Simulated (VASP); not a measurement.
# Zr12H (a cell with a defect) in VASP: a series of runs, part 2 of 2

VASP 6.6.1. Earlier steps stand in the parts before.

## (4) Single point, PBE

Input file INCAR:

```
SYSTEM = Zr12H
PREC = Accurate
ENCUT = 520
EDIFF = 1E-7
ISMEAR = 0
SIGMA = 0.05
LREAL = .False.
LASPH = .True.
NELM = 100
ALGO = Normal
ISIF = 2
LWAVE = .False.
LCHARG = .False.
GGA = PE
NBANDS = 84
```

Input file KPOINTS:

```
regular mesh
0
Gamma
  3 2 3
  0 0 0
```

Input file POSCAR:

```
Zr12H
1.0
    6.4600000000      0.0000000000      0.0000000000
   -4.8450000000      8.3917860000      0.0000000000
    0.0000000000      0.0000000000      5.1453900000
Zr H
12 1
Direct
    0.0008373776      0.0068655230      0.0122167610
    0.1837334770      0.2265185266      0.4977193177
    0.0064742152      0.3307604603     -0.0028252475
    0.1587710422      0.5527331131      0.4993912998
   -0.0015486703      0.6697171496     -0.0040278774
    0.1602654695      0.8915917303      0.4995644645
    0.4839157110      0.0030341574      0.0017015231
    0.6798468396      0.2187660648      0.4923240027
    0.5194051596      0.3365798413     -0.0068748919
    0.6676095771      0.5548821193      0.4974794914
    0.4909508390      0.6547678885      0.0085577575
    0.6564158618      0.8864192914      0.5061462785
    0.6553227844      0.8857725876      0.9319402417
```

Potentials or basis: VASP PAW PBE potentials, release 64 (Zr_sv, H).

Launch:

```sh
> cat potpaw_PBE.64/Zr_sv/POTCAR potpaw_PBE.64/H/POTCAR > POTCAR
> mpirun -np 1 vasp_std > vasp.out
```

OUTCAR:

```text
SYSTEM = Zr12H
   PREC = Accurate
   ENCUT = 520
   EDIFF = 1E-7
   ISMEAR = 0
   LREAL = .False.
   LASPH = .True.
   NELM = 100
   ISIF = 2
   GGA = PE

 ion  position               nearest neighbor table
   1  0.001  0.007  0.012-  13 1.98   2 3.11   3 3.12   6 3.12   7 3.14  12 3.19   6 3.23   2 3.23
                            12 3.24   5 3.26   9 3.28   7 3.32  11 3.35
   2  0.184  0.227  0.498-   1 3.11  10 3.15   9 3.17   6 3.17   3 3.18   3 3.18   9 3.20   8 3.22
                             1 3.23   8 3.24   4 3.24  12 3.35
   3  0.006  0.331  0.997-   1 3.12  11 3.14   8 3.14   4 3.17   9 3.18   8 3.18   2 3.18   2 3.18
                             4 3.19   7 3.28   9 3.29   5 3.31
   4  0.159  0.553  0.499-  11 3.14   8 3.17   3 3.17   5 3.17  10 3.18   3 3.19   5 3.20  11 3.21
                            12 3.22   2 3.24  10 3.28   6 3.28
   5  0.998  0.670  0.996-   6 3.16  10 3.16   9 3.16   4 3.17  10 3.18   7 3.18   6 3.19   4 3.20
                            11 3.21  11 3.26   1 3.26   3 3.31
   6  0.160  0.892  0.500-   1 3.12   7 3.14   7 3.16   5 3.16   2 3.17   5 3.19  10 3.22   1 3.23
                            12 3.23  12 3.23   8 3.27   4 3.28
   7  0.484  0.003  0.002-  13 1.98   8 3.11   9 3.12   6 3.14   1 3.14   6 3.16   5 3.18   8 3.19
                            12 3.21  12 3.24   3 3.28   1 3.32  11 3.40
   8  0.680  0.219  0.492-   7 3.11   3 3.14  12 3.15   4 3.17   3 3.18   9 3.19   7 3.19   9 3.19
                             2 3.22   2 3.24   6 3.27  10 3.30
   9  0.519  0.337  0.993-   7 3.12  10 3.14   5 3.16   2 3.17   3 3.18  10 3.18  11 3.18   8 3.19
                             8 3.19   2 3.20   1 3.28   3 3.29
  10  0.668  0.555  0.497-  11 3.11   9 3.14   2 3.15   5 3.16   5 3.18   9 3.18   4 3.18  11 3.20
                             6 3.22  12 3.25   4 3.28   8 3.30
  11  0.491  0.655  0.009-  13 1.98  10 3.11   3 3.14   4 3.14   9 3.18  10 3.20   5 3.21   4 3.21
                            12 3.22  12 3.23   5 3.26   1 3.35   7 3.40
  12  0.656  0.886  0.506-  13 2.19   8 3.15   1 3.19   7 3.21  11 3.22   4 3.22   6 3.23   6 3.23
                            11 3.23   1 3.24   7 3.24  10 3.25   2 3.35
  13  0.655  0.886  0.932-   7 1.98   1 1.98  11 1.98  12 2.19

  LATTYP: Found a simple monoclinic cell.
 ALAT       =     6.4600000000
[... 201 lines left out ...]

 Free energy of the ion-electron system (eV)
  ---------------------------------------------------
  ext. energy  EPLUGINS =         0.00000000
  ---------------------------------------------------
  free energy    TOTEN  =      -105.67355693 eV

  energy without entropy =     -105.64172310  energy(sigma->0) =     -105.65764002

 E-fermi :   9.0221     XC(G=0): -11.1278

 val. band max:        9.0127481372   @ k =   0.3333   0.5000   0.3333
 cond. band min:       9.0293654869   @ k =  -0.3333   0.0000   0.3333
 fundamental gap:      0.0166173497
 Fermi energy:         9.0220650485

 k-point     1 :       0.0000    0.0000    0.0000
  band No.  band energies     occupation
      1     -39.7972      2.00000
      2     -39.7253      2.00000
      3     -39.6752      2.00000
      4     -39.6572      2.00000
      5     -39.6305      2.00000
      6     -39.6181      2.00000
[... 859 lines left out ...]
     83       9.7312      0.00000
     84      10.0441      0.00000

------------------------ aborting loop because EDIFF is reached ----------------------------------------

  FORCE on cell =-STRESS in cart. coord.  units (eV):
  Direction    XX          YY          ZZ          XY          YZ          ZX
  --------------------------------------------------------------------------------------
  -------------------------------------------------------------------------------------
  Total        4.1426449      4.7991578      2.2726459      0.0150379     -0.1834100     -0.1615432
  in kB       23.7948558     27.5657868     13.0538058      0.0863758     -1.0534851     -0.9278846
  external PRESSURE =      21.4714828 kB  Pullay stress =       0.0000000 kB

 VOLUME and BASIS-vectors are now :
 -----------------------------------------------------------------------------
  energy-cutoff  :      520.00
  volume of cell :      278.94
      direct lattice vectors                 reciprocal lattice vectors
     6.460000000  0.000000000  0.000000000     0.154798762  0.089373108  0.000000000
    -4.845000000  8.391786000  0.000000000     0.000000000  0.119164145  0.000000000
     0.000000000  0.000000000  5.145390000     0.000000000  0.000000000  0.194348728

 POSITION                                       TOTAL-FORCE (eV/Angst)
 -----------------------------------------------------------------------------------
     -0.02785      0.05761      0.06286        -0.043512     -0.009802      0.029263
      0.08944      1.90090      2.56096        -0.011781      0.006896     -0.044654
     -1.56071      2.77567      5.13085        -0.000149     -0.000684     -0.005570
     -1.65233      4.63842      2.56956         0.012938     -0.002746      0.006917
      3.20522      5.62012      5.12466         0.012069     -0.009769      0.003794
     -3.28445      7.48205      2.57045         0.021635      0.006757      0.028980
      3.11140      0.02546      0.00875         0.029954     -0.016853      0.117275
      3.33189      1.83584      2.53320        -0.016504      0.007770      0.015957
      1.72463      2.82451      5.11002        -0.022198     -0.004554     -0.009280
      1.62435      4.65645      2.55973         0.020149     -0.008717      0.040054
     -0.00081      5.49467      0.04403         0.002571      0.032346      0.104172
     -0.05425      7.43864      2.60432        -0.019807     -0.006547      0.130146
     -0.05818      7.43321      4.79520         0.014636      0.005904     -0.417052
 -----------------------------------------------------------------------------------
    total drift:                               -0.000041      0.000043      0.000032

  FREE ENERGIE OF THE ION-ELECTRON SYSTEM (eV)
  ---------------------------------------------------
  free  energy   TOTEN  =      -105.6735569287 eV

  energy  without entropy=     -105.6417231028  energy(sigma->0) =     -105.65764002
```

OSZICAR:

```text
N       E                     dE             d eps       ncg     rms          rms(c)
DAV:   1     0.167967056964E+04    0.16797E+04   -0.76365E+04  1680   0.172E+03
DAV:   2     0.520899090614E+02   -0.16276E+04   -0.15940E+04  1880   0.529E+02
DAV:   3    -0.909984702995E+02   -0.14309E+03   -0.13789E+03  2696   0.112E+02
[... 11 lines left out ...]
DAV:  15    -0.105673560430E+03   -0.22380E-05   -0.31808E-05  2296   0.274E-02    0.878E-03
DAV:  16    -0.105673558647E+03    0.17823E-05   -0.99342E-06  2232   0.145E-02    0.465E-03
DAV:  17    -0.105673557241E+03    0.14061E-05   -0.20334E-06  2296   0.688E-03    0.193E-03
DAV:  18    -0.105673556999E+03    0.24190E-06   -0.31827E-07  1464   0.284E-03    0.101E-03
DAV:  19    -0.105673556929E+03    0.70571E-07   -0.82987E-08  1200   0.160E-03
   1 F= -.10567356E+03 E0= -.10565764E+03  d E =-.318338E-01
```

stdout:

```text
POSCAR found type information on POSCAR ZrH
 POSCAR found :  2 types and      13 ions
 scaLAPACK will be used
 LDA part: xc-table for (Slater+PW92), standard interpolation
 -----------------------------------------------------------------------------
|                                                                             |
|           W    W    AA    RRRRR   N    N  II  N    N   GGGG   !!!           |
|           W    W   A  A   R    R  NN   N  II  NN   N  G    G  !!!           |
|           W    W  A    A  R    R  N N  N  II  N N  N  G       !!!           |
|           W WW W  AAAAAA  RRRRR   N  N N  II  N  N N  G  GGG   !            |
|           WW  WW  A    A  R   R   N   NN  II  N   NN  G    G                |
|           W    W  A    A  R    R  N    N  II  N    N   GGGG   !!!           |
|                                                                             |
|     Your reciprocal lattice and k-lattice belong to different lattice       |
|     classes:                                                                |
|                                                                             |
|        The reciprocal lattice is simple monoclinic,                         |
|        whereas your k-lattice is hexagonal.                                 |
|                                                                             |
|     Results are often still useful ...                                      |
|                                                                             |
 -----------------------------------------------------------------------------

 POSCAR, INCAR and KPOINTS ok, starting setup
 FFT: planning ... GRIDC
 FFT: planning ... GRID_SOFT
 FFT: planning ... GRID
 WAVECAR not read
 entering main loop
```

It took 5.2 min on 1 thread of Intel Xeon Platinum 8375C at 2.90GHz (Ice Lake), shared host; peak memory 0.42 GiB.

What came out:

```
Free energy            : -105.6736 eV
Pressure               : 2.1 GPa
Largest force          : 0.417 eV/Å
Band gap on the k mesh : zero (an odd number of electrons rules out a gap without spin polarisation)
```

Forces in eV/Å, atoms in the order of the input:
```
Zr  -0.044 -0.010  0.029
Zr  -0.012  0.007 -0.045
Zr   0.000 -0.001 -0.006
Zr   0.013 -0.003  0.007
Zr   0.012 -0.010  0.004
Zr   0.022  0.007  0.029
Zr   0.030 -0.017  0.117
Zr  -0.017  0.008  0.016
Zr  -0.022 -0.005 -0.009
Zr   0.020 -0.009  0.040
Zr   0.003  0.032  0.104
Zr  -0.020 -0.007  0.130
H    0.015  0.006 -0.417
```

Stress tensor (GPa, compression positive):
```
 2.38  0.01 -0.09
 0.01  2.76 -0.11
-0.09 -0.11  1.31
```

Caveat: the k points lie up to 0.41 Å⁻¹ apart, too coarse for converged energies and pressures of a metal.

## (5) The runs side by side

| cell | gap on the mesh (eV) | pressure (GPa) | largest force (eV/Å) |
| --- | --- | --- | --- |
| as given, atomic positions A | none | 2.2 | 0.32 |
| as given, atomic positions B | none | 2.2 | 0.42 |
| as given, atomic positions C | none | 2.1 | 0.42 |

Alike in all rows: task single point; level PBE; potentials or basis VASP PAW PBE potentials, release 64 (Zr_sv, H); no spin polarisation; k mesh 3 × 2 × 3; cutoff (eV) 520; smearing gaussian 0.05 eV.

Caveats: all runs use coarse meshes.

Absolute energies hang on the potentials; compare differences alone.
